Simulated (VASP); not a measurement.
A run of VASP 6.6.1 is set up as follows.

File INCAR:

```
SYSTEM = Ni
PREC     = Accurate       ! precision mode
ENCUT    = 600            ! plane-wave cutoff, eV
EDIFF    = 1E-6           ! SCF threshold, eV
ISMEAR   = -1             ! smearing method
SIGMA    = 0.05           ! smearing width, eV
LREAL    = .False.        ! projectors in reciprocal space
LASPH    = .True.         ! aspherical terms in the spheres
NELM     = 200            ! most SCF steps
ALGO     = Normal         ! electronic algorithm
ISIF     = 2              ! what is computed and relaxed
LWAVE    = .False.        ! write WAVECAR
LCHARG   = .False.        ! write CHGCAR
ISPIN    = 2              ! spin polarisation
MAGMOM   = 0.592          ! initial moments
LORBIT   = 11             ! projections on sites
LMAXMIX  = 4              ! l up to which the mixer works
GGA      = PE             ! functional
NBANDS   = 15             ! bands
GGA_COMPAT= .False.
```

Contents of KPOINTS:

```
Automatic mesh
0
Gamma
  18 18 18
  0 0 0
```

Contents of POSCAR:

```
Ni
1.0
   -1.4542417117      1.4542417117      1.4542417117
    1.4542417117     -1.4542417117      1.4542417117
    1.4542417117      1.4542417117     -1.4542417117
Ni
1
Direct
    0.0000000000      0.0000000000      0.0000000000
```

Potentials or basis: VASP PAW PBE potentials, release 64 (Ni).

The run is started by

```bash
$ cat potpaw_PBE.64/Ni/POTCAR > POTCAR
$ mpirun -np 1 vasp_std > vasp.out
```

Task: Predict the site moments.

Result: Ni +0.61 μB.

Task: Predict the pressure.

Result: -16.4 GPa.
